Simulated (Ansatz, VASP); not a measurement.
## Fe in VASP and in Ansatz

The input POSCAR:

```
Fe
1.0
   -1.4135427549      1.4135427549      1.4135427549
    1.4135427549     -1.4135427549      1.4135427549
    1.4135427549      1.4135427549     -1.4135427549
Fe
1
Direct
    0.0000000000      0.0000000000      0.0000000000
```

The input INCAR.step1:

```
PREC     = Accurate       # precision mode
ENCUT    = 520            # plane-wave cutoff, eV
ISMEAR   = -1             # smearing method
SIGMA    = 0.05           # smearing width, eV
LREAL    = F              # projectors in reciprocal space
LASPH    = T              # aspherical terms in the spheres
NELM     = 150            # most SCF steps
ISPIN    = 2              # spin polarisation
MAGMOM   = 3              # initial moments
LMAXMIX  = 4              # l up to which the mixer works
NBANDS   = 14             # bands
GGA      = PE             # functional
ALGO     = Normal         # electronic algorithm
EDIFF    = 1E-4           # SCF threshold, eV
LWAVE    = T              # write WAVECAR
LCHARG   = F              # write CHGCAR
```

File INCAR.step2:

```
PREC     = Accurate       # precision mode
ENCUT    = 520            # plane-wave cutoff, eV
EDIFF    = 1E-6           # SCF threshold, eV
ISMEAR   = -1             # smearing method
SIGMA    = 0.05           # smearing width, eV
LREAL    = F              # projectors in reciprocal space
LASPH    = T              # aspherical terms in the spheres
NELM     = 150            # most SCF steps
ALGO     = Normal         # electronic algorithm
ISIF     = 2              # what is computed and relaxed
LWAVE    = F              # write WAVECAR
LCHARG   = T              # write CHGCAR
ISPIN    = 2              # spin polarisation
MAGMOM   = 3              # initial moments
LORBIT   = 11             # projections on sites
LMAXMIX  = 4              # l up to which the mixer works
METAGGA  = R2SCAN         # meta-GGA
LMIXTAU  = T            
IVDW     = 13             # dispersion correction
VDW_S6   = 1.0          
VDW_S8   = 0.6018749    
VDW_A1   = 0.51559235   
VDW_A2   = 5.77342911   
LELF     = T              # ELF
LVHAR    = T            
NBANDS   = 14             # bands
ISTART   = 1
```

KPOINTS

```
Automatic mesh
0
Gamma
  13 13 13
```

File input.yaml:

```yaml
crystal:
  lattice:
    - [-1.4135427549, 1.4135427549, 1.4135427549]
    - [1.4135427549, -1.4135427549, 1.4135427549]
    - [1.4135427549, 1.4135427549, -1.4135427549]
  atoms:
    - { symbol: Fe, position: [0.0, 0.0, 0.0], spin: 3.0 }
hamiltonian:
  xc: r2scan
  pseudopotentials: { kind: paw }
  dispersion: d4
magnetization:
  spin_polarized: true
kpoints:
  mp_grid: { grid: [13, 13, 13] }
scf:
  occupations: { method: fermi_dirac, width: 0.05 }
output:
  forces: true
  stress: true
  eigenvalues: true
```

Alike in both runs: task single point; functional r2SCAN; dispersion D4; k mesh 13 × 13 × 13; occupations fermi-dirac, width 0.05 eV; collinear spin.

```csv
,VASP,Ansatz
version,VASP 6.6.1,Ansatz 0.2.0
potentials or method,"VASP PAW PBE potentials, release 64 (Fe)",Ansatz PAW
plane-wave cutoff (eV),520,500
valence electrons in the cell,8,16
```

Ansatz gave:

| Property | Result |
| --- | --- |
| gap on the k mesh at the Fermi level (eV) | none |
| pressure (GPa) | 7.6 |
| net moment per atom (μB) | 2.64 |
| size of the moment on the site where the two differ most (μB) | 2.78 |

Q: Estimate VASP's values.

A: gap on the k mesh at the Fermi level (eV): none; pressure (GPa): 7.2; net moment per atom (μB): 2.64; size of the moment on the site where the two differ most (μB): 2.69.

VASP's potentials were made for PBE, not for r2SCAN. Site moments also hang on the region over which each program counts them. A gap of «none» marks a metal or a gap that the smearing closes. VASP's potentials hold 8 valence electrons a cell and Ansatz's 16, so a difference there can come from the potentials and not from the codes.

Noted on Ansatz's run: the magnetic or orbital state may not be the lowest.
